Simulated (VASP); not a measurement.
Set up this calculation in VASP 6.6.1, as the native input.

* Task: single point
* Functional: PBEsol
* Potentials or basis: VASP PAW PBE potentials, release 64 (Al, N)
* Cutoff: 600 eV
* k mesh: 10 × 10 × 10
* Occupations: gaussian, width 0.02 eV
* Spin: no spin polarisation
* Dipole correction: no
* Further INCAR settings: ALGO = Normal; EDIFF = 1e-06; NBANDS = 11

The structure of AlN (nc) lies in POSCAR:

```
AlN
1.0
    0.0000000000      2.0219973684      2.0219973684
    2.0219973684      0.0000000000      2.0219973684
    2.0219973684      2.0219973684      0.0000000000
Al N
1 1
Direct
    0.5000000000      0.5000000000      0.5000000000
    0.0000000000      0.0000000000      0.0000000000
```

These files were run (other wordings do the same):

INCAR

```
SYSTEM = AlN
ALGO = Normal
EDIFF = 1E-6
ENCUT = 600
GGA = PS
GGA_COMPAT = .False.
ISIF = 2
ISMEAR = 0
LASPH = .True.
LCHARG = .True.
LELF = .True.
LREAL = .False.
LVHAR = .True.
LWAVE = .False.
NBANDS = 11
NELM = 120
PREC = Accurate
SIGMA = 0.02
```

KPOINTS

```
k-points
0
Gamma
  10 10 10
  0 0 0
```

Potentials or basis: VASP PAW PBE potentials, release 64 (Al, N).

The run is started by

```sh
$ cat potpaw_PBE.64/Al/POTCAR potpaw_PBE.64/N/POTCAR > POTCAR
$ mpirun -np 1 vasp_std > vasp.out
```

Results of the run:

| Item | Value |
| --- | --- |
| Pressure | 0.0 GPa |
| Band gap on the k mesh | 4.55 eV, indirect (least direct gap 5.66 eV) |

Caveat: the PAW data sets were made with another functional, which shifts forces and pressure a little.

Wall time 12 s on 1 thread of Intel Xeon 8259CL, on a shared host, peak memory 0.14 GiB.
